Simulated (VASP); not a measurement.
Here is a VASP 6.6.1 calculation.

File INCAR:

```
PREC = Accurate
ENCUT = 520
EDIFF = 1E-6
ISMEAR = 0
SIGMA = 0.1
LREAL = False
LASPH = True
NELM = 100
ALGO = Normal
ISIF = 2
LWAVE = False
LCHARG = False
GGA = PE
NBANDS = 16
```

File KPOINTS:

```
regular mesh
0
Gamma
  18 18 6
```

POSCAR

```
C
1.0
    2.4658268634      0.0000000000      0.0000000000
   -1.2329134317      2.1354687050      0.0000000000
    0.0000000000      0.0000000000      8.0066700395
C
4
Direct
    0.0000000000      0.0000000000      0.0025000000
    0.0000000000      0.0000000000      0.5025000000
    0.3333333333      0.6666666667      0.0025000000
    0.6666666667      0.3333333333      0.5025000000
```

Potentials or basis: VASP PAW PBE potentials, release 64 (C).

Launch:

```sh
$ cat potpaw_PBE.64/C/POTCAR > POTCAR
$ mpirun -np 1 vasp_std > vasp.out
```

What does it give for the band gap on the k mesh?

Zero (filled and empty bands overlap).

Predict the pressure.

0.6 GPa.

Stress tensor (GPa, compression positive):
```
0.86 0.00 0.00
0.00 0.86 0.00
0.00 0.00 0.19
```

Caveat: this functional lacks dispersion, which binds the layers, so the pressure and a relaxed spacing across them are unreliable.
